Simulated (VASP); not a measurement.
# AgI (P6_3mc) in VASP: notebook

AgI is run at these levels: r2SCAN; tasks: single point, relaxation of cell and atoms.

Program: VASP 6.6.1. These are calculated values, not measurements. Logs are shortened: lines on timing, memory, paths and dates and some standing lists are left out, and cuts for length are marked.

### 1 The cell of the first run

It takes space group P6_3mc (No. 186, hexagonal). Conventional cell: a = 3.807 Å, b = 3.807 Å, c = 8.258 Å, α = 90.00°, β = 90.00°, γ = 120.00°. Ag (site symmetry 3m) has 4 I at 2.54 to 2.71 Å within 3.4 Å. I (site symmetry 3m) has 4 Ag at 2.54 to 2.71 Å within 3.4 Å.

### 2 Single point, r2SCAN

Input file POSCAR:

```
AgI
1.0
    3.8074876028      0.0000000000      0.0000000000
   -1.9037438014      3.2973809886      0.0000000000
    0.0000000000      0.0000000000      8.2580706149
Ag I
2 2
Direct
    0.3333333333      0.6666666667      0.0360219221
    0.6666666667      0.3333333333      0.5360219221
    0.3333333333      0.6666666667      0.3438780779
    0.6666666667      0.3333333333      0.8438780779
```

Input file INCAR.step1:

```
PREC = Accurate
ENCUT = 550
ISMEAR = 0
SIGMA = 0.02
LREAL = False
LASPH = True
NELM = 120
NBANDS = 26
GGA = PE
ALGO = Normal
EDIFF = 1E-5
LWAVE = True
LCHARG = False
GGA_COMPAT = False
```

Input file INCAR.step2:

```
PREC = Accurate
ENCUT = 550
EDIFF = 1E-6
ISMEAR = 0
SIGMA = 0.02
LREAL = False
LASPH = True
NELM = 120
ALGO = Normal
ISIF = 2
LWAVE = False
LCHARG = False
METAGGA = R2SCAN
LMIXTAU = True
NBANDS = 26
ISTART = 1
GGA_COMPAT = False
```

Input file KPOINTS:

```
Automatic mesh
0
Gamma
  12 12 4
```

Potentials or basis: VASP PAW PBE potentials, release 64 (Ag, I).

Run with:

```console
cat potpaw_PBE.64/Ag/POTCAR potpaw_PBE.64/I/POTCAR > POTCAR
cp INCAR.step1 INCAR
mpirun -np 1 vasp_std > vasp.out
cp INCAR.step2 INCAR
mpirun -np 1 vasp_std > vasp.out
```

OUTCAR:

```text
PREC = Accurate
   ENCUT = 550
   EDIFF = 1E-6
   ISMEAR = 0
   LREAL = False
   LASPH = True
   NELM = 120
   ISIF = 2
   METAGGA = R2SCAN
   ISTART = 1

 ion  position               nearest neighbor table
   1  0.333  0.667  0.036-   3 2.54   4 2.71   4 2.71   4 2.71
   2  0.667  0.333  0.536-   4 2.54   3 2.71   3 2.71   3 2.71
   3  0.333  0.667  0.344-   1 2.54   2 2.71   2 2.71   2 2.71
   4  0.667  0.333  0.844-   2 2.54   1 2.71   1 2.71   1 2.71

  LATTYP: Found a hexagonal cell.
 ALAT       =     3.8074876028
 C/A-ratio  =     2.1689028242

  Lattice vectors:

 A1 = (   3.8074876028,   0.0000000000,   0.0000000000)
 A2 = (  -1.9037438014,   3.2973809886,   0.0000000000)
 A3 = (   0.0000000000,   0.0000000000,   8.2580706149)

Analysis of symmetry for initial positions (statically):
=====================================================================
 Subroutine PRICEL returns:
 Original cell was already a primitive cell.

 Routine SETGRP: Setting up the symmetry group for a
 hexagonal supercell.

 Subroutine GETGRP returns: Found 12 space group operations
 (whereof  6 operations were pure point group operations)
 out of a pool of 24 trial point group operations.

The static configuration has the point symmetry C_3v.
 The point group associated with its full space group is C_6v.

Analysis of symmetry for dynamics (positions and initial velocities):
=====================================================================
 Subroutine PRICEL returns:
 Original cell was already a primitive cell.

 Routine SETGRP: Setting up the symmetry group for a
 hexagonal supercell.

 Subroutine GETGRP returns: Found 12 space group operations
 (whereof  6 operations were pure point group operations)
 out of a pool of 24 trial point group operations.

The dynamic configuration has the point symmetry C_3v.
 The point group associated with its full space group is C_6v.

 Subroutine INISYM returns: Found 12 space group operations
 (whereof  6 operations are pure point group operations),
 and found     1 'primitive' translations

----------------------------------------------------------------------------------------

                                     Primitive cell

  volume of cell :     103.6779

  direct lattice vectors                    reciprocal lattice vectors
     3.807487603  0.000000000  0.000000000     0.262640382  0.151635495  0.000000000
    -1.903743801  3.297380989  0.000000000     0.000000000  0.303270991  0.000000000
     0.000000000  0.000000000  8.258070615     0.000000000  0.000000000  0.121093661

  length of vectors
     3.807487603  3.807487603  8.258070615     0.303270991  0.303270991  0.121093661

  position of ions in fractional coordinates (direct lattice)
     0.333333333  0.666666667  0.036021922
     0.666666667  0.333333333  0.536021922
     0.333333333  0.666666667  0.343878078
     0.666666667  0.333333333  0.843878078

  ion indices of the primitive-cell ions
   primitive index   ion index
                 1           1
                 2           2
                 3           3
                 4           4

----------------------------------------------------------------------------------------

 KPOINTS: Automatic mesh

Automatic generation of k-mesh.
 Grid dimensions read from file:
 generate k-points for:   12   12    4

 Generating k-lattice:

  Cartesian coordinates                     Fractional coordinates (reciprocal lattice)
     0.021886699  0.012636291  0.000000000     0.083333333  0.000000000  0.000000000
     0.000000000  0.025272583  0.000000000     0.000000000  0.083333333  0.000000000
     0.000000000  0.000000000  0.030273415     0.000000000  0.000000000  0.250000000

  Length of vectors
     0.025272583  0.025272583  0.030273415

  Shift w.r.t. Gamma in fractional coordinates (k-lattice)
     0.000000000  0.000000000  0.000000000

 Subroutine IBZKPT returns following result:
 ===========================================

 Found     57 irreducible k-points:

 Following reciprocal coordinates:
            Coordinates               Weight
  0.000000  0.000000  0.000000      1.000000
  0.083333 -0.000000  0.000000      6.000000
  0.166667  0.000000  0.000000      6.000000
  0.250000 -0.000000  0.000000      6.000000
  0.333333  0.000000  0.000000      6.000000
  0.416667 -0.000000  0.000000      6.000000
[... 16 lines left out ...]
  0.250000 -0.000000  0.250000     12.000000
  0.333333  0.000000  0.250000     12.000000
 [... further k-points ...]
   k-points           NKPTS =     57   k-points in BZ     NKDIM =     57   number of bands    NBANDS=     26
   number of dos      NEDOS =    301   number of ions     NIONS =      4
   total plane-waves  NPLWV =  57600
   dimension x,y,z NGX =    30 NGY =   30 NGZ =   64
   dimension x,y,z NGXF=    60 NGYF=   60 NGZF=  128
   ions per type =               2   2
   NGX,Y,Z   is equivalent  to a cutoff of  13.10, 13.10, 12.88 a.u.
[... 59 lines left out ...]

 E-fermi :   6.6531     XC(G=0): -10.4501

 val. band max:        6.5020166482   @ k =   0.0000   0.0000   0.0000
 cond. band min:       7.3362334183   @ k =   0.0000   0.0000   0.0000
 fundamental gap:      0.8342167701
 Fermi energy:         6.6530637972

 k-point     1 :       0.0000    0.0000    0.0000
  band No.  band energies     occupation
      1      -8.4560      2.00000
      2      -8.0473      2.00000
      3      -0.3188      2.00000
      4       0.0965      2.00000
      5       1.1015      2.00000
      6       1.1015      2.00000
[... 18 lines left out ...]
     25      14.5310      0.00000
     26      14.5310      0.00000

 k-point     2 :       0.0833   -0.0000    0.0000
  band No.  band energies     occupation
      1      -8.4047      2.00000
      2      -8.0053      2.00000
      3      -0.2588      2.00000
      4       0.1078      2.00000
      5       1.0578      2.00000
      6       1.0918      2.00000
[... 18 lines left out ...]
     25      14.1397      0.00000
     26      14.7419      0.00000

 k-point     3 :       0.1667    0.0000    0.0000
  band No.  band energies     occupation
      1      -8.2584      2.00000
      2      -7.8875      2.00000
      3      -0.1030      2.00000
      4       0.1219      2.00000
      5       0.9475      2.00000
      6       1.0585      2.00000
[... 18 lines left out ...]
     25      13.9805      0.00000
     26      14.6194      0.00000

 k-point     4 :       0.2500   -0.0000    0.0000
  band No.  band energies     occupation
      1      -8.0418      2.00000
      2      -7.7186      2.00000
      3       0.0497      2.00000
      4       0.1084      2.00000
      5       0.8051      2.00000
      6       1.0007      2.00000
[... 18 lines left out ...]
     25      14.7013      0.00000
     26      15.7750      0.00000

 k-point     5 :       0.3333    0.0000    0.0000
  band No.  band energies     occupation
      1      -7.7994      2.00000
      2      -7.5414      2.00000
      3      -0.0412      2.00000
      4       0.1554      2.00000
      5       0.6439      2.00000
      6       0.9338      2.00000
[... 18 lines left out ...]
     25      14.2415      0.00000
     26      16.4439      0.00000

 k-point     6 :       0.4167   -0.0000    0.0000
  band No.  band energies     occupation
      1      -7.5965      2.00000
      2      -7.4106      2.00000
      3      -0.1736      2.00000
      4       0.0459      2.00000
      5       0.5661      2.00000
      6       0.8814      2.00000
[... 427 lines left out ...]
 k-point    21 :       0.0833   -0.0000    0.2500
  band No.  band energies     occupation
      1      -8.3508      2.00000
      2      -8.0689      2.00000
      3      -0.1872      2.00000
      4       0.0661      2.00000
      5       1.1069      2.00000
      6       1.1400      2.00000
[... 18 lines left out ...]
     25      14.1628      0.00000
     26      14.6511      0.00000

 k-point    22 :       0.1667    0.0000    0.2500
  band No.  band energies     occupation
      1      -8.2080      2.00000
      2      -7.9461      2.00000
      3      -0.0667      2.00000
      4       0.0901      2.00000
      5       1.0017      2.00000
      6       1.1136      2.00000
[... 18 lines left out ...]
     25      14.2076      0.00000
     26      14.7929      0.00000

 k-point    23 :       0.2500   -0.0000    0.2500
  band No.  band energies     occupation
      1      -7.9974      2.00000
      2      -7.7691      2.00000
      3       0.0491      2.00000
      4       0.0911      2.00000
      5       0.8531      2.00000
      6       1.0645      2.00000
[... 18 lines left out ...]
     25      14.5638      0.00000
     26      15.6712      0.00000

 k-point    24 :       0.3333    0.0000    0.2500
  band No.  band energies     occupation
      1      -7.7634      2.00000
      2      -7.5812      2.00000
      3      -0.0132      2.00000
      4       0.1242      2.00000
      5       0.6704      2.00000
      6       0.9139      2.00000
[... 18 lines left out ...]
     25      14.5330      0.00000
     26      15.8486      0.00000

 [... further k-points ...]
[... 5 lines left out ...]
  --------------------------------------------------------------------------------------
  -------------------------------------------------------------------------------------
  Total        9.6506148      9.6506148      9.4912252      0.0000000      0.0000000      0.0000000
  in kB      149.1349191    149.1349191    146.6718065      0.0000000      0.0000000      0.0000000
  external PRESSURE =     148.3138816 kB  Pullay stress =       0.0000000 kB

 VOLUME and BASIS-vectors are now :
 -----------------------------------------------------------------------------
  energy-cutoff  :      550.00
  volume of cell :      103.68
      direct lattice vectors                 reciprocal lattice vectors
     3.807487603  0.000000000  0.000000000     0.262640382  0.151635495  0.000000000
    -1.903743801  3.297380989  0.000000000     0.000000000  0.303270991  0.000000000
     0.000000000  0.000000000  8.258070615     0.000000000  0.000000000  0.121093661

 POSITION                                       TOTAL-FORCE (eV/Angst)
 -----------------------------------------------------------------------------------
     -0.00000      2.19825      0.29747        -0.000000      0.000000      0.019867
      1.90374      1.09913      4.42651         0.000000     -0.000000      0.019867
     -0.00000      2.19825      2.83977        -0.000000     -0.000000     -0.019867
      1.90374      1.09913      6.96880        -0.000000      0.000000     -0.019867
 -----------------------------------------------------------------------------------
    total drift:                               -0.000000      0.000000      0.001383

  FREE ENERGIE OF THE ION-ELECTRON SYSTEM (eV)
  ---------------------------------------------------
  free  energy   TOTEN  =       -91.5619368684 eV

  energy  without entropy=      -91.5619368684  energy(sigma->0) =      -91.56193687
```

It took 4 min on 1 thread of Intel Xeon 6975P-C (Granite Rapids), shared host; peak memory 0.34 GiB.

Results:

| Quantity | Value |
| --- | --- |
| Free energy | -91.5619 eV |
| Pressure | 14.8 GPa |
| Largest force | 0.020 eV/Å |
| Band gap on the k mesh | 0.83 eV |

Forces on the atoms (eV/Å):
```
Ag   0.000  0.000  0.020
Ag   0.000  0.000  0.020
I    0.000  0.000 -0.020
I    0.000  0.000 -0.020
```

Caveat: the cell stands under pressure; the PAW data sets were made with another functional, which shifts forces and pressure a little; spin-orbit coupling is left out, which moves the levels of the heavy elements. A k mesh can miss the band edges.

### 3 Single point, r2SCAN

POSCAR is that of step 2.

Input file INCAR.step1:

```
SYSTEM = AgI
  PREC = Accurate
  ENCUT = 550
  ISMEAR = 0
  SIGMA = 0.02
  LREAL = .FALSE.
  LASPH = .TRUE.
  NELM = 120
  NBANDS = 26
  GGA = PE
  ALGO = Normal
  EDIFF = 1E-5
  LWAVE = .TRUE.
  LCHARG = .FALSE.
  GGA_COMPAT = .FALSE.
```

Input file INCAR.step2:

```
SYSTEM = AgI
  PREC = Accurate
  ENCUT = 550
  EDIFF = 1E-6
  ISMEAR = 0
  SIGMA = 0.02
  LREAL = .FALSE.
  LASPH = .TRUE.
  NELM = 120
  ALGO = Normal
  ISIF = 2
  LWAVE = .FALSE.
  LCHARG = .FALSE.
  METAGGA = R2SCAN
  LMIXTAU = .TRUE.
  NBANDS = 26
  ISTART = 1
  GGA_COMPAT = .FALSE.
```

Input file KPOINTS:

```
Automatic mesh
0
G
  12 12 4
  0 0 0
```

Potentials or basis: VASP PAW PBE potentials, release 64 (Ag, I).

Run with:

```console
cat potpaw_PBE.64/Ag/POTCAR potpaw_PBE.64/I/POTCAR > POTCAR
cp INCAR.step1 INCAR
mpirun -np 1 vasp_std > vasp.out
cp INCAR.step2 INCAR
mpirun -np 1 vasp_std > vasp.out
```

It took 4.1 min on 1 thread of Intel Xeon 6975P-C (Granite Rapids), shared host; peak memory 0.34 GiB.

Results (log left out):

```
Free energy            : -91.5619 eV
Pressure               : 14.8 GPa
Largest force          : 0.020 eV/Å
Band gap on the k mesh : 0.83 eV
```

Forces in eV/Å, atoms in the order of the input:
```
Ag   0.000  0.000  0.020
Ag   0.000  0.000  0.020
I    0.000  0.000 -0.020
I    0.000  0.000 -0.020
```

Stress tensor (GPa, compression positive):
```
14.91  0.00  0.00
 0.00 14.91  0.00
 0.00  0.00 14.67
```

Levels at points of the mesh, in eV from the valence-band top:
```csv
k point,band 15,band 16,band 17,band 18,band 19,band 20,band 21,band 22
"(0.00, 0.00, 0.00)",-0.98,-0.98,0.00,0.00,0.83,5.02,5.52,6.88
"(0.50, 0.00, 0.00)",-2.91,-2.41,-2.32,-0.62,2.94,3.32,4.19,4.68
"(0.00, 0.00, 0.50)",-0.50,-0.50,-0.50,-0.50,3.46,3.46,5.94,5.94
"(0.50, 0.00, 0.50)",-2.48,-2.48,-1.48,-1.48,2.18,2.18,4.91,4.91
```

Caveat: the cell stands under pressure; the PAW data sets were made with another functional, which shifts forces and pressure a little; spin-orbit coupling is left out, which moves the levels of the heavy elements. A k mesh can miss the band edges.

### 4 Relaxation of cell and atoms, r2SCAN, target pressure 8 GPa, at which the enthalpy is minimised

This run uses another cell than the first one, of 30.24 Å³/atom.

Input file POSCAR:

```
AgI
1.0
    4.4028044418      0.0000000000      0.0000000000
   -2.2014022209      3.8129404945      0.0000000000
    0.0000000000      0.0000000000      7.2046900547
Ag I
2 2
Direct
    0.3333333333      0.6666666667      0.0026667967
    0.6666666667      0.3333333333      0.5026667967
    0.3333333333      0.6666666667      0.3772332033
    0.6666666667      0.3333333333      0.8772332033
```

Input file INCAR.step1:

```
PREC     = Accurate       # precision mode
ENCUT    = 550            # plane-wave cutoff, eV
ISMEAR   = 0              # smearing method
SIGMA    = 0.02           # smearing width, eV
LREAL    = F              # projectors in reciprocal space
LASPH    = T              # aspherical terms in the spheres
NELM     = 120            # most SCF steps
GGA      = PE             # functional
ALGO     = Normal         # electronic algorithm
EDIFF    = 1E-5           # SCF threshold, eV
LWAVE    = T              # write WAVECAR
LCHARG   = F              # write CHGCAR
GGA_COMPAT= F            
IBRION   = 2              # ionic algorithm
ISIF     = 3              # what is computed and relaxed
EDIFFG   = -0.005         # ionic threshold
NELMIN   = 4            
NSW      = 100            # ionic steps
```

Input file INCAR.step2:

```
PREC     = Accurate       # precision mode
ENCUT    = 550            # plane-wave cutoff, eV
EDIFF    = 1E-7           # SCF threshold, eV
ISMEAR   = 0              # smearing method
SIGMA    = 0.02           # smearing width, eV
LREAL    = F              # projectors in reciprocal space
LASPH    = T              # aspherical terms in the spheres
NELM     = 120            # most SCF steps
ALGO     = Normal         # electronic algorithm
ISIF     = 3              # what is computed and relaxed
LWAVE    = F              # write WAVECAR
LCHARG   = F              # write CHGCAR
METAGGA  = R2SCAN         # meta-GGA
LMIXTAU  = T            
IBRION   = 2              # ionic algorithm
NSW      = 70             # ionic steps
EDIFFG   = -0.008         # ionic threshold
PSTRESS  = 80.0         
ISTART   = 1            
GGA_COMPAT= F            
NELMIN   = 4
```

Input file KPOINTS:

```
regular mesh
0
Gamma
  6 6 4
```

Run with:

```console
cat potpaw_PBE.64/Ag/POTCAR potpaw_PBE.64/I/POTCAR > POTCAR
cp INCAR.step1 INCAR
mpirun -np 1 vasp_std > vasp.out
cp INCAR.step2 INCAR
mpirun -np 1 vasp_std > vasp.out
```

Run time: 36 min. Hardware: 1 thread of Intel Xeon 6975P-C (Granite Rapids), shared host; peak memory 0.33 GiB.

The run converged. Its results:

* Free energy: -92.4888 eV
* Relaxed volume: 29.27 Å³/atom
* Relaxed cell: a = 4.152 Å, b = 4.152 Å, c = 7.840 Å, α = 90.00°, β = 90.00°, γ = 120.00°
* Space group after relaxing (to 0.1 Å): P6_3mc (No. 186)
* Energy change on relaxing (the run minimises the enthalpy): +42.1 meV/atom
* Ionic steps: 26
* Pressure after relaxing: 8.0 GPa
* Band gap on the k mesh: 1.61 eV

Step by step:
```tsv
step	energy change (eV)	largest force (eV/Å)	pressure (GPa)	volume (Å³)
1	0.0000	0.0175	7.08	120.95
2	0.1490	0.0233	8.77	117.92
3	0.0813	0.0204	8.01	119.22
4	0.0796	0.0203	7.99	119.25
5	0.0796	0.0211	7.99	119.25
6	0.0796	0.0235	7.99	119.24
7	0.0797	0.0282	7.99	119.23
8	0.0800	0.0363	7.98	119.19
9	0.0818	0.0446	7.95	119.09
10	0.0893	0.0264	7.81	118.80
11	0.1367	0.1975	7.32	117.86
12	0.0985	0.0468	7.67	118.55
13	0.1091	0.0953	7.55	118.32
14	0.1057	0.0807	7.59	118.39
15	0.1063	0.0804	7.59	118.37
16	0.1082	0.0795	7.59	118.33
17	0.1119	0.0780	7.60	118.25
18	0.1196	0.0755	7.61	118.09
19	0.1360	0.0737	7.63	117.75
20	0.1429	0.0743	7.63	117.60
21	0.1478	0.0629	7.70	117.50
22	0.1593	0.0366	7.86	117.25
23	0.1837	0.0158	8.19	116.76
24	0.1716	0.0096	8.03	117.00
25	0.1705	0.0061	8.02	117.02
26	0.1685	0.0008	7.99	117.06
```

Final structure:
```
CELL_PARAMETERS angstrom
4.15219 0.00000 0.00000
-2.07609 3.59590 0.00000
0.00000 0.00000 7.84035
ATOMIC_POSITIONS crystal
Ag 0.33333 0.66667 0.02254
Ag 0.66667 0.33333 0.52254
I 0.33333 0.66667 0.35736
I 0.66667 0.33333 0.85736
```

Levels at points of the mesh, in eV from the valence-band top:
```
           k point  band 14  band 15  band 16  band 17  band 18  band 19  band 20  band 21  band 22
(0.00, 0.00, 0.00)    -0.98    -0.98    -0.54     0.00     0.00     1.61     4.06     5.46     6.71
(0.50, 0.00, 0.00)    -2.89    -2.72    -2.17    -1.81    -0.60     3.52     4.19     4.28     5.67
(0.00, 0.00, 0.50)    -2.63    -0.51    -0.51    -0.51    -0.51     3.53     3.53     5.91     5.91
(0.50, 0.00, 0.50)    -3.35    -1.95    -1.95    -1.38    -1.38     3.01     3.01     5.16     5.16
```

Caveat: the cell is relaxed towards a set pressure, so the run minimises the enthalpy, not the energy; the PAW data sets were made with another functional, which shifts forces and pressure a little; spin-orbit coupling is left out, which moves the levels of the heavy elements.
